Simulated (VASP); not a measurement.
# InP (InP (F-43m)) (F-43m) in VASP: single point with PBE

Aim: the single point of InP (InP (F-43m)) with PBE.

Program: VASP 6.6.1. These are calculated values, not measurements. Logs are shortened: lines on timing, memory, paths and dates and some standing lists are left out, and cuts for length are marked.

## Step 1: The cell of the first run

It takes space group F-43m (No. 216, cubic). The conventional cell has a = 5.908 Å, b = 5.908 Å, c = 5.908 Å, α = 90.00°, β = 90.00°, γ = 90.00°. Within 3.4 Å of In (site symmetry -43m) lie 4 P at 2.56 Å. Within 3.4 Å of P (site symmetry -43m) lie 4 In at 2.56 Å.

## Step 2: Single point, PBE

Contents of INCAR:

```
PREC = Accurate
ENCUT = 500
EDIFF = 1E-6
ISMEAR = -1
SIGMA = 0.01
LREAL = False
LASPH = True
NELM = 120
ALGO = Normal
ISIF = 2
LWAVE = False
LCHARG = True
GGA = PE
LELF = True
LVHAR = True
NBANDS = 16
GGA_COMPAT = False
```

Contents of KPOINTS:

```
Automatic mesh
0
Gamma
  6 6 6
```

Contents of POSCAR:

```
InP
1.0
    0.0000000000      2.9541317352      2.9541317352
    2.9541317352      0.0000000000      2.9541317352
    2.9541317352      2.9541317352      0.0000000000
In P
1 1
Direct
    0.0000000000      0.0000000000      0.0000000000
    0.7499999999      0.7499999999      0.7499999999
```

Potentials or basis: VASP PAW PBE potentials, release 64 (In_d, P).

Command:

```sh
cat potpaw_PBE.64/In_d/POTCAR potpaw_PBE.64/P/POTCAR > POTCAR
mpirun -np 1 vasp_std > vasp.out
```

OUTCAR:

```text
PREC = Accurate
   ENCUT = 500
   EDIFF = 1E-6
   ISMEAR = -1
   LREAL = False
   LASPH = True
   NELM = 120
   ISIF = 2
   GGA = PE

 ion  position               nearest neighbor table
   1  0.000  0.000  0.000-   2 2.56   2 2.56   2 2.56   2 2.56
   2  0.750  0.750  0.750-   1 2.56   1 2.56   1 2.56   1 2.56

  LATTYP: Found a face centered cubic cell.
 ALAT       =     5.9082634704

  Lattice vectors:

 A1 = (   0.0000000000,   2.9541317352,   2.9541317352)
 A2 = (   2.9541317352,   0.0000000000,   2.9541317352)
 A3 = (   2.9541317352,   2.9541317352,   0.0000000000)

Analysis of symmetry for initial positions (statically):
=====================================================================
 Subroutine PRICEL returns:
 Original cell was already a primitive cell.

 Routine SETGRP: Setting up the symmetry group for a
 face centered cubic supercell.

 Subroutine GETGRP returns: Found 24 space group operations
 (whereof 24 operations were pure point group operations)
 out of a pool of 48 trial point group operations.

The static configuration has the point symmetry T_d .

Analysis of symmetry for dynamics (positions and initial velocities):
=====================================================================
 Subroutine PRICEL returns:
 Original cell was already a primitive cell.

 Routine SETGRP: Setting up the symmetry group for a
 face centered cubic supercell.

 Subroutine GETGRP returns: Found 24 space group operations
 (whereof 24 operations were pure point group operations)
 out of a pool of 48 trial point group operations.

The dynamic configuration has the point symmetry T_d .

 Subroutine INISYM returns: Found 24 space group operations
 (whereof 24 operations are pure point group operations),
 and found     1 'primitive' translations

----------------------------------------------------------------------------------------

                                     Primitive cell

  volume of cell :      51.5608

  direct lattice vectors                    reciprocal lattice vectors
     0.000000000  2.954131735  2.954131735    -0.169254470  0.169254470  0.169254470
     2.954131735  0.000000000  2.954131735     0.169254470 -0.169254470  0.169254470
     2.954131735  2.954131735  0.000000000     0.169254470  0.169254470 -0.169254470

  length of vectors
     4.177773165  4.177773165  4.177773165     0.293157341  0.293157341  0.293157341

  position of ions in fractional coordinates (direct lattice)
     0.000000000  0.000000000  0.000000000
     0.750000000  0.750000000  0.750000000

  ion indices of the primitive-cell ions
   primitive index   ion index
                 1           1
                 2           2

----------------------------------------------------------------------------------------

 KPOINTS: Automatic mesh

Automatic generation of k-mesh.
 Grid dimensions read from file:
 generate k-points for:    6    6    6

 Generating k-lattice:

  Cartesian coordinates                     Fractional coordinates (reciprocal lattice)
    -0.028209078  0.028209078  0.028209078     0.166666667  0.000000000  0.000000000
     0.028209078 -0.028209078  0.028209078     0.000000000  0.166666667  0.000000000
     0.028209078  0.028209078 -0.028209078     0.000000000  0.000000000  0.166666667

  Length of vectors
     0.048859557  0.048859557  0.048859557

  Shift w.r.t. Gamma in fractional coordinates (k-lattice)
     0.000000000  0.000000000  0.000000000

 Subroutine IBZKPT returns following result:
 ===========================================

 Found     16 irreducible k-points:

 Following reciprocal coordinates:
            Coordinates               Weight
  0.000000  0.000000  0.000000      1.000000
  0.166667  0.000000  0.000000      8.000000
  0.333333  0.000000  0.000000      8.000000
  0.500000  0.000000  0.000000      4.000000
  0.166667  0.166667  0.000000      6.000000
  0.333333  0.166667  0.000000     24.000000
[... 8 lines left out ...]
 -0.333333  0.333333  0.166667     24.000000
 -0.333333  0.500000  0.166667     12.000000
   k-points           NKPTS =     16   k-points in BZ     NKDIM =     16   number of bands    NBANDS=     16
   number of dos      NEDOS =    301   number of ions     NIONS =      2
   total plane-waves  NPLWV =  27000
   dimension x,y,z NGX =    30 NGY =   30 NGZ =   30
   dimension x,y,z NGXF=    60 NGYF=   60 NGZF=   60
   ions per type =               1   1
   NGX,Y,Z   is equivalent  to a cutoff of  11.94, 11.94, 11.94 a.u.
   NGXF,Y,Z  is equivalent  to a cutoff of  23.88, 23.88, 23.88 a.u.
 SYSTEM =  unknown system
   PREC   = accura    normal or accurate (medium, high low for compatibility)
   ISTART =      0    job   : 0-new  1-cont  2-samecut
   ICHARG =      2    charge: 1-file 2-atom 10-const
   ISPIN  =      1    spin polarized calculation?
   LNONCOLLINEAR =      F non collinear calculations
   LSORBIT =      F    spin-orbit coupling
   LASPH  =      T    aspherical Exc in radial PAW
   ENCUT  =  500.0 eV  36.75 Ry    6.06 a.u.   7.62  7.62  7.62*2*pi/ulx,y,z
   NELM   =    120;   NELMIN=  2; NELMDL= -5     # of ELM steps
   EDIFF  = 0.1E-05   stopping-criterion for ELM
   LREAL  =      F    real-space projection
   EDIFFG = 0.1E-04   stopping-criterion for IOM
   NSW    =      0    number of steps for IOM
   IBRION =     -1    ionic relax: 0-MD 1-quasi-New 2-CG
   NFREE  =      0    steps in history (QN), initial steepest desc. (CG)
   ISIF   =      2    stress and relaxation
   ISYM   =      2    0-nonsym 1-usesym 2-fastsym
   POTIM  = 0.5000    time-step for ionic-motion
   TEBEG  =    0.0;   TEEND  =   0.0 temperature during run
   PSTRESS=    0.0 pullay stress
   NELECT =      18.0000    total number of electrons
   NUPDOWN=      -1.0000    fix difference up-down
   EMIN   =  10.00;   EMAX   =-10.00  energy-range for DOS
   EFERMI =   0.00;   METHOD = LEGACY
   ISMEAR =    -1;   SIGMA  =   0.01  broadening in eV -4-tet -1-fermi 0-gaus
   EFERMI_NEDOS =   21; number of points for ismear=-14 and -15
   IALGO  =     38    algorithm
   IMIX   =      4    mixing-type and parameters
     AMIX     =   0.40;   BMIX     =  1.00
     AMIX_MAG =   1.60;   BMIX_MAG =  1.00
  volume/ion in A,a.u.               =      25.78       173.97
  Fermi-wavevector in a.u.,A,eV,Ry     =   1.152725  2.178335 18.079089  1.328776
  Thomas-Fermi vector in A             =   2.289374
   LORBIT       =      0    0 simple, 1 ext, 2 COOP (PROOUT), +10 PAW based schemes
   GGA     = PE    functional components
   LHFCALC =     F    Hartree Fock is set to
   AEXX    =    0.0000 exact exchange contribution
   IVDW    =     0    specifies the selected vdW correction
   LEPSILON=     F    determine dielectric tensor
   LRPA    =     F    only Hartree local field effects (RPA)
 non-spin polarized calculation
  energy-cutoff  :      500.00
  volume of cell :       51.56
 maximum number of plane-waves:      1363
   NGX = 15   NGY = 15   NGZ = 15

 number of electron      17.9999996 magnetization

 Free energy of the ion-electron system (eV)
  ---------------------------------------------------
  ext. energy  EPLUGINS =         0.00000000
  ---------------------------------------------------
  free energy    TOTEN  =        -8.38889810 eV

  energy without entropy =       -8.38889810  energy(sigma->0) =       -8.38889810

 E-fermi :   5.1885     XC(G=0):  -9.1740

 val. band max:        4.9348287698   @ k =   0.0000   0.0000   0.0000
 cond. band min:       5.5131545568   @ k =   0.0000   0.0000   0.0000
 fundamental gap:      0.5783257871
 Fermi energy:         5.1885218825

 k-point     1 :       0.0000    0.0000    0.0000
  band No.  band energies     occupation
      1      -9.2126      2.00000
      2      -9.2126      2.00000
      3      -9.2126      2.00000
      4      -9.0726      2.00000
      5      -9.0726      2.00000
      6      -6.4208      2.00000
[... 8 lines left out ...]
     15      14.3424      0.00000
     16      14.3424      0.00000

 k-point     2 :       0.1667    0.0000    0.0000
  band No.  band energies     occupation
      1      -9.2412      2.00000
      2      -9.2011      2.00000
      3      -9.2011      2.00000
      4      -9.0721      2.00000
      5      -9.0721      2.00000
      6      -6.1196      2.00000
[... 8 lines left out ...]
     15      13.5318      0.00000
     16      14.3359      0.00000

 k-point     3 :       0.3333    0.0000    0.0000
  band No.  band energies     occupation
      1      -9.2948      2.00000
      2      -9.1829      2.00000
      3      -9.1829      2.00000
      4      -9.0661      2.00000
      5      -9.0661      2.00000
      6      -5.3448      2.00000
[... 8 lines left out ...]
     15      13.9958      0.00000
     16      13.9958      0.00000

 k-point     4 :       0.5000    0.0000    0.0000
  band No.  band energies     occupation
      1      -9.3202      2.00000
      2      -9.1767      2.00000
      3      -9.1767      2.00000
      4      -9.0600      2.00000
      5      -9.0600      2.00000
      6      -4.7744      2.00000
[... 8 lines left out ...]
     15      15.5171      0.00000
     16      15.5171      0.00000
[... 172 lines left out ...]
 k-point    14 :       0.5000    0.3333    0.1667
  band No.  band energies     occupation
      1      -9.3331      2.00000
      2      -9.1624      2.00000
      3      -9.1454      2.00000
      4      -9.0900      2.00000
      5      -9.0556      2.00000
      6      -4.7419      2.00000
[... 8 lines left out ...]
     15      15.9283      0.00000
     16      16.5708      0.00000

 k-point    15 :      -0.3333    0.3333    0.1667
  band No.  band energies     occupation
      1      -9.3420      2.00000
      2      -9.1629      2.00000
      3      -9.1355      2.00000
      4      -9.0850      2.00000
      5      -9.0600      2.00000
      6      -4.2885      2.00000
[... 8 lines left out ...]
     15      15.9336      0.00000
     16      16.3989      0.00000

 k-point    16 :      -0.3333    0.5000    0.1667
  band No.  band energies     occupation
      1      -9.3602      2.00000
      2      -9.1461      2.00000
      3      -9.1235      2.00000
      4      -9.0982      2.00000
      5      -9.0523      2.00000
      6      -4.0943      2.00000
[... 8 lines left out ...]
     15      16.1015      0.00000
     16      16.7991      0.00000

------------------------ aborting loop because EDIFF is reached ----------------------------------------

  FORCE on cell =-STRESS in cart. coord.  units (eV):
  Direction    XX          YY          ZZ          XY          YZ          ZX
  --------------------------------------------------------------------------------------
  -------------------------------------------------------------------------------------
  Total        0.5059115      0.5059115      0.5059115     -0.0000000      0.0000000      0.0000000
  in kB       15.7204714     15.7204714     15.7204714     -0.0000000      0.0000000      0.0000000
  external PRESSURE =      15.7204714 kB  Pullay stress =       0.0000000 kB

 VOLUME and BASIS-vectors are now :
 -----------------------------------------------------------------------------
  energy-cutoff  :      500.00
  volume of cell :       51.56
      direct lattice vectors                 reciprocal lattice vectors
     0.000000000  2.954131735  2.954131735    -0.169254470  0.169254470  0.169254470
     2.954131735  0.000000000  2.954131735     0.169254470 -0.169254470  0.169254470
     2.954131735  2.954131735  0.000000000     0.169254470  0.169254470 -0.169254470

 POSITION                                       TOTAL-FORCE (eV/Angst)
 -----------------------------------------------------------------------------------
      0.00000      0.00000      0.00000        -0.000000     -0.000000     -0.000000
      4.43120      4.43120      4.43120         0.000000      0.000000      0.000000
 -----------------------------------------------------------------------------------
    total drift:                                0.000000      0.000000      0.000000

  FREE ENERGIE OF THE ION-ELECTRON SYSTEM (eV)
  ---------------------------------------------------
  free  energy   TOTEN  =        -8.3888981023 eV

  energy  without entropy=       -8.3888981023  energy(sigma->0) =       -8.38889810
```

Wall time 17 s (1 thread of Intel Xeon 8259CL, shared host); peak memory 0.17 GiB.

What came out:

```yaml
Free_energy: -8.3889 eV
Pressure: 1.6 GPa
Band_gap_on_the_k_mesh: 0.58 eV, direct
```

Caveat: spin-orbit coupling is left out, which moves the levels of the heavy elements. Expect the measured gap to be larger: semilocal functionals such as PBE lack the derivative discontinuity.
